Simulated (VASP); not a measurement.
Set up this calculation in VASP 6.6.1, as the native input.

| Property | Result |
| --- | --- |
| Task | single point |
| Functional | PBEsol |
| Potentials or basis | VASP PAW PBE potentials, release 64 (Ti_sv, Co) |
| Cutoff | 520 eV |
| k mesh | 10 × 10 × 10 |
| Occupations | gaussian, width 0.1 eV |
| Spin | collinear spin, ferromagnetic start |
| Starting moments | [0.0, 0.0, 0.0, 0.0, 1.11, 1.11] μB |
| Dipole correction | no |
| Further INCAR settings | ALGO = Normal; EDIFF = 1e-06; NBANDS = 46 |

The structure of Ti2Co lies in POSCAR:

```
Ti2Co
1.0
    0.0000000000      3.3650000000      3.3650000000
    3.3650000000      0.0000000000      3.3650000000
    3.3650000000      3.3650000000      0.0000000000
Ti Co
4 2
Direct
    0.6250000000      0.6250000000      0.6250000000
    0.1250000000      0.6250000000      0.6250000000
    0.6250000000      0.6250000000      0.1250000000
    0.6250000000      0.1250000000      0.6250000000
    0.0000000000      0.0000000000      0.0000000000
    0.2500000000      0.2500000000      0.2500000000
```

The input as run:

INCAR

```
SYSTEM = Ti2Co
PREC = Accurate
ENCUT = 520
EDIFF = 1E-6
ISMEAR = 0
SIGMA = 0.1
LREAL = .False.
LASPH = .True.
NELM = 150
ALGO = Normal
ISIF = 2
LWAVE = .False.
LCHARG = .True.
ISPIN = 2
MAGMOM = 0 0 0 0 1.11 1.11
LORBIT = 11
LMAXMIX = 4
GGA = PS
LELF = .True.
LVHAR = .True.
NBANDS = 46
```

KPOINTS

```
Automatic mesh
0
Gamma
  10 10 10
  0 0 0
```

Potentials or basis: VASP PAW PBE potentials, release 64 (Ti_sv, Co).

Launch:

```sh
$ cat potpaw_PBE.64/Ti_sv/POTCAR potpaw_PBE.64/Co/POTCAR > POTCAR
$ mpirun -np 1 vasp_std > vasp.out
```

Results of the run:

| Quantity | Value |
| --- | --- |
| Pressure | 15.9 GPa |
| Net moment | 1.13 μB per cell |
| Site moments | Ti +0.04; Co +0.52 μB |
| Valence electrons inside the program's atomic spheres | Ti 10.79; Co 8.12 |

Caveat: the cell stands under pressure; the PAW data sets were made with another functional, which shifts forces and pressure a little.

It took 6.1 min on 1 thread of Intel(R) Xeon(R) Platinum 8488C (Sapphire Rapids), on a shared host, peak memory 0.39 GiB.
